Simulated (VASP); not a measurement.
Set up this calculation in VASP 6.6.1, as the native input.

```yaml
Task: single point
Functional: PBE
Potentials_or_basis: VASP PAW PBE potentials, release 64 (Hf_pv, W_sv)
Cutoff: 500 eV
k_mesh: 6 × 6 × 6
Occupations: gaussian, width 0.1 eV
Spin: no spin polarisation
Dipole_correction: no
Further_INCAR_settings: ALGO = Normal; EDIFF = 1e-06; NBANDS = 19
```

The structure of HfW lies in POSCAR:

```
HfW
1.0
    0.0000000000      2.9304303300      2.9304303300
    2.9304303300      0.0000000000      2.9304303300
    2.9304303300      2.9304303300      0.0000000000
Hf W
1 1
Direct
    0.7500000000      0.7500000000      0.7500000000
    0.0000000000      0.0000000000      0.0000000000
```

One way to write it, as run:

INCAR

```
  PREC = Accurate
  ENCUT = 500
  EDIFF = 1E-6
  ISMEAR = 0
  SIGMA = 0.1
  LREAL = False
  LASPH = True
  NELM = 120
  ALGO = Normal
  ISIF = 2
  LWAVE = False
  LCHARG = False
  GGA = PE
  NBANDS = 19
  GGA_COMPAT = False
```

KPOINTS

```
Automatic mesh
0
Gamma
  6 6 6
```

Potentials or basis: VASP PAW PBE potentials, release 64 (Hf_pv, W_sv).

The run is started by

```bash
$ cat potpaw_PBE.64/Hf_pv/POTCAR potpaw_PBE.64/W_sv/POTCAR > POTCAR
$ mpirun -np 1 vasp_std > vasp.out
```

It gave:

```
Pressure               : 11.1 GPa
Band gap on the k mesh : zero (bands 12 and 13 overlap by 0.48 eV)
```

Caveat: the cell stands under pressure; spin-orbit coupling is left out, which moves the levels of the heavy elements.

Wall time 9.5 s on 1 thread of Intel(R) Xeon(R) Platinum 8375C CPU @ 2.90GHz (Ice Lake), with other jobs on the host, peak memory 0.17 GiB.
